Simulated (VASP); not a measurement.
SiC:

```
Si C
1.0
     3.07600    0.00000    0.00000
    -1.53800    2.66389    0.00000
     0.00000    0.00000    5.04800
Si C
2 2
Cartesian
  0.0000 1.7759 0.0000
  1.5380 0.8880 2.5240
  0.0000 1.7759 1.9435
  1.5380 0.8880 4.4675
```

| Item | Value |
| --- | --- |
| Program | VASP 6.6.1 |
| Task | relaxation of the atoms |
| Functional | PBE |
| Potentials or basis | VASP PAW PBE potentials, release 64 (Si, C) |
| Cutoff | 520 eV |
| k mesh | 12 × 12 × 6 |
| Occupations | gaussian, width 0.02 eV |
| Spin | no spin polarisation |

At the start: pressure 3.6 GPa; volume 10.34 Å³/atom.

Problem. How do energy, volume and symmetry change on relaxing?

Solution. Over 3 steps the energy falls by 9.0 meV/atom; space group P6_3mc (No. 186, to 0.05 Å).

The path:
```
step  energy change (eV)  largest force (eV/Å)  pressure (GPa)
   1              0.0000                0.7527            3.64
   2             -0.0233                0.4995            3.40
   3             -0.0362                0.0003            3.36
```

Final structure:
```
Si C
1.0
     3.07600    0.00000    0.00000
    -1.53800    2.66389    0.00000
     0.00000    0.00000    5.04800
Si C
2 2
Direct
  0.33333 0.66667 0.00459
  0.66667 0.33333 0.50459
  0.33333 0.66667 0.38041
  0.66667 0.33333 0.88041
```
